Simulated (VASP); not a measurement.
Set up this calculation in VASP 6.6.1, as the native input.

```yaml
Task: single point
Functional: PBEsol
Potentials_or_basis: VASP PAW PBE potentials, release 64 (Sb)
Cutoff: 520 eV
k_mesh: 19 × 19 × 19
Occupations: fermi-dirac, width 0.05 eV
Spin: no spin polarisation
Dipole_correction: no
Further_INCAR_settings: ALGO = Normal; EDIFF = 1e-06; NBANDS = 8
```

The structure of Sb lies in POSCAR:

```
Sb
1.0
   -1.5351000000      1.5351000000      2.4800000000
    1.5351000000     -1.5351000000      2.4800000000
    1.5351000000      1.5351000000     -2.4800000000
Sb
1
Direct
    0.0000000000      0.0000000000      0.0000000000
```

This cell differs from its parent crystal: equal xx and yy strain of +2 %.

These files were run (other wordings do the same):

INCAR

```
  PREC = Accurate
  ENCUT = 520
  EDIFF = 1E-6
  ISMEAR = -1
  SIGMA = 0.05
  LREAL = False
  LASPH = True
  NELM = 60
  ALGO = Normal
  ISIF = 2
  LWAVE = False
  LCHARG = False
  GGA = PS
  NBANDS = 8
```

KPOINTS

```
Automatic mesh
0
Gamma
  19 19 19
```

Potentials or basis: VASP PAW PBE potentials, release 64 (Sb).

Command:

```sh
$ cat potpaw_PBE.64/Sb/POTCAR > POTCAR
$ mpirun -np 1 vasp_std > vasp.out
```

Results of the run:

```
Pressure : 10.3 GPa
```

Caveat: the cell differs from its parent crystal (equal xx and yy strain of +2 %); the PAW data sets were made with another functional, which shifts forces and pressure a little.

Run time: 2.7 min on 1 thread of AMD EPYC 7R13, with other jobs on the host, peak memory 0.21 GiB.
